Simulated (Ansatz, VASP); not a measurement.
GdO: VASP beside Ansatz

```
Gd O
1.0
     3.33111    0.00000    0.00000
    -1.66556    2.88483    0.00000
     0.00000    0.00000    3.19200
Gd O
1 1
Cartesian
  1.6656 0.9616 1.5960
  0.0000 0.0000 0.0000
```

Change from the starting cell: species swapped into the WC type (P-6m2, No. 187).

Alike in both runs: functional PBE; k mesh 6 × 6 × 6; occupations gaussian, width 0.1 eV; collinear spin.

Ansatz relaxed the structure, and its values are those at the end. VASP's run is a single point on that final structure, the one shown.

```csv
,VASP,Ansatz
version,VASP 6.6.1,Ansatz 0.2.0
potentials or method,"VASP PAW PBE potentials, release 64 (Gd, O), cutoff 520 eV","scalar-relativistic, plane waves, PAW"
valence electrons in the cell,24,24
```

VASP gave:

- gap on the k mesh at the Fermi level (eV): none
- pressure (GPa): 0.6
- net moment per atom (μB): 3.78

**Question.** What did Ansatz give for the same quantities?

**Answer.** gap on the k mesh at the Fermi level (eV): none; pressure (GPa): 0.2; net moment per atom (μB): 3.77.

A gap of «none» marks a metal or a gap that the smearing closes. With one functional, cell and mesh, what is left measures potentials, basis and numerics.

The k mesh is coarse, so the values compare programs but aren't converged. Neither program's run includes spin-orbit coupling.
